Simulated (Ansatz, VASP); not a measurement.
## One calculation of Sr, two programs

INCAR

```
SYSTEM = Sr
PREC = Accurate
ENCUT = 600
EDIFF = 1E-7
ISMEAR = -1
SIGMA = 0.1
LREAL = .False.
LASPH = .True.
NELM = 60
ALGO = Normal
ISIF = 3
LWAVE = .False.
LCHARG = .False.
GGA = B5
ALDAX = 1.0
AGGAX = 1.0
AGGAC = 1.0
ALDAC = 0.0
IBRION = 2
NSW = 80
EDIFFG = -0.01
```

The input KPOINTS:

```
regular mesh
0
Gamma
  9 9 9
  0 0 0
```

POSCAR

```
Sr
1.0
    0.0000000000      3.0423500000      3.0423500000
    3.0423500000      0.0000000000      3.0423500000
    3.0423500000      3.0423500000      0.0000000000
Sr
1
Direct
    0.0000000000      0.0000000000      0.0000000000
```

Input for Ansatz:

```yaml
crystal:
  lattice:
    - [0.0, 3.04235, 3.04235]
    - [3.04235, 0.0, 3.04235]
    - [3.04235, 3.04235, 0.0]
  atoms:
    - { symbol: Sr, position: [0.0, 0.0, 0.0] }
hamiltonian:
  xc: blyp
  pseudopotentials:
    kind: paw
    azcp:
      Sr: "pseudopotentials/Sr.paw.azcp"
basis:
  ecutwfc: 420
  fft_grid_basis: typed
kpoints:
  mp_grid: { grid: [9, 9, 9], shift: [0, 0, 0] }
magnetization:
  spin_polarized: false
scf:
  occupations: { method: fermi_dirac, width: 0.1 }
relax:
  max_steps: 60
  f_tol: 0.01
  cell: {}
```

Alike in both runs: task relaxation of cell and atoms; functional BLYP; k mesh 9 × 9 × 9; occupations fermi-dirac, width 0.1 eV; no spin polarisation.

```csv
,VASP,Ansatz
version,VASP 6.6.1,Ansatz 0.2.0
potentials or method,"VASP PAW PBE potentials, release 64 (Sr_sv), cutoff 600 eV","plane waves (420 eV) with PAW, scalar-relativistic"
valence electrons in the cell,10,10
```

|  | VASP | Ansatz | Ansatz less VASP |
| --- | --- | --- | --- |
| relaxed volume (Å³/atom) | 56.32 | 56.32 | 0.000 |
| relaxed length of the cell vector where the two differ most in proportion (Å) | 4.303 | 4.303 | 0.0000 |

VASP's potentials were made for PBE, not for BLYP.

Noted on VASP's run: the relaxation stopped at its first step, so nothing moved.
